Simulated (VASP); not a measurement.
A run of VASP 6.6.1 is set up as follows.

File INCAR:

```
SYSTEM = SiGe
PREC     = Accurate       ! precision mode
ENCUT    = 520            ! plane-wave cutoff, eV
EDIFF    = 1E-6           ! SCF threshold, eV
ISMEAR   = 0              ! smearing method
SIGMA    = 0.02           ! smearing width, eV
LREAL    = .False.        ! projectors in reciprocal space
LASPH    = .True.         ! aspherical terms in the spheres
NELM     = 60             ! most SCF steps
ALGO     = Normal         ! electronic algorithm
ISIF     = 2              ! what is computed and relaxed
LWAVE    = .False.        ! write WAVECAR
LCHARG   = .False.        ! write CHGCAR
GGA      = PS             ! functional
NBANDS   = 26             ! bands
```

File KPOINTS:

```
regular mesh
0
Gamma
  12 12 6
  0 0 0
```

Contents of POSCAR:

```
SiGe
1.0
    3.8615909380      0.0000000000      0.0000000000
   -1.9307954690      3.3442358513      0.0000000000
    0.0000000000      0.0000000000      6.3789588473
Si Ge
2 2
Direct
    0.6666666667      0.3333333333      0.8744791403
    0.3333333333      0.6666666667      0.3744791403
    0.6666666667      0.3333333333      0.5005198597
    0.3333333333      0.6666666667      0.0005198597
```

Potentials or basis: VASP PAW PBE potentials, release 64 (Si, Ge_d).

Run with:

```console
$ cat potpaw_PBE.64/Si/POTCAR potpaw_PBE.64/Ge_d/POTCAR > POTCAR
$ mpirun -np 1 vasp_std > vasp.out
```

Problem. What does it give for the pressure?

Solution. 2.6 GPa.

Problem. Predict the band gap on the k mesh.

Solution. 0.30 eV, indirect (least direct gap 0.49 eV).

Stress tensor (GPa, compression positive):
```
2.56 0.00 0.00
0.00 2.56 0.00
0.00 0.00 2.65
```

Caveat: the PAW data sets were made with another functional, which shifts forces and pressure a little. A k mesh can miss the band edges.
